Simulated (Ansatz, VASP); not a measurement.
Two plane-wave programs on ZrB2

INCAR

```
SYSTEM = ZrB2
PREC = Accurate
ENCUT = 600
EDIFF = 1E-6
ISMEAR = 0
SIGMA = 0.1
LREAL = .FALSE.
LASPH = .TRUE.
NELM = 80
ALGO = Normal
ISIF = 3
LWAVE = .FALSE.
LCHARG = .FALSE.
GGA = PE
IBRION = 2
NSW = 100
EDIFFG = -0.01
```

File KPOINTS:

```
regular mesh
0
G
  12 12 12
  0 0 0
```

File POSCAR:

```
ZrB2
1.0
   -2.2453473306      2.2453473306      3.1507829565
    2.2453473306     -2.2453473306      3.1507829565
    2.2453473306      2.2453473306     -3.1507829565
Zr B
2 4
Direct
    0.0593747822      0.0593747822      0.0000000000
    0.8093747822      0.3093747822      0.5000000000
    0.4591231317      0.6685797624      0.7905433693
    0.8780363932      0.6685797624      0.2094566307
    0.4185797624      0.7091231317      0.2905433693
    0.4185797624      0.1280363932      0.7094566307
```

Input for Ansatz:

```yaml
crystal:
  lattice:
    - [-2.2453473306, 2.2453473306, 3.1507829565]
    - [2.2453473306, -2.2453473306, 3.1507829565]
    - [2.2453473306, 2.2453473306, -3.1507829565]
  atoms:
    - { symbol: Zr, position: [0.0593747822, 0.0593747822, 0.0] }
    - { symbol: Zr, position: [0.8093747822, 0.3093747822, 0.5] }
    - { symbol: B, position: [0.4591231317, 0.6685797624, 0.7905433693] }
    - { symbol: B, position: [0.8780363932, 0.6685797624, 0.2094566307] }
    - { symbol: B, position: [0.4185797624, 0.7091231317, 0.2905433693] }
    - { symbol: B, position: [0.4185797624, 0.1280363932, 0.7094566307] }
basis:
  ecutwfc: 420
kpoints:
  mp_grid: { grid: [12, 12, 12] }
hamiltonian:
  xc: pbe
scf:
  occupations: { method: gaussian, width: 0.1 }
output:
  forces: true
  stress: true
  eigenvalues: true
relax:
  adjacent_minimum: "off"
  f_tol: 0.01
  max_steps: 80
  cell: { stress_tol: 0.05 }
```

Alike in both runs: task relaxation of cell and atoms; functional PBE; k mesh 12 × 12 × 12; occupations gaussian, width 0.1 eV; no spin polarisation.

```csv
,VASP,Ansatz
version,VASP 6.6.1,Ansatz 0.2.0
potentials or method,"VASP PAW PBE potentials, release 64 (Zr_sv, B), cutoff 600 eV","scalar-relativistic, plane waves, PAW"
valence electrons in the cell,36,36
```

```tsv
	VASP	Ansatz	Ansatz less VASP
gap on the k mesh at the Fermi level, each at its own relaxed structure (eV)	none	none	-
relaxed volume (Å³/atom)	10.59	10.58	-0.006
relaxed cell length with the largest relative difference (Å)	4.474	4.473	-0.0005
```

A gap of «none» marks a metal or a gap that the smearing closes.
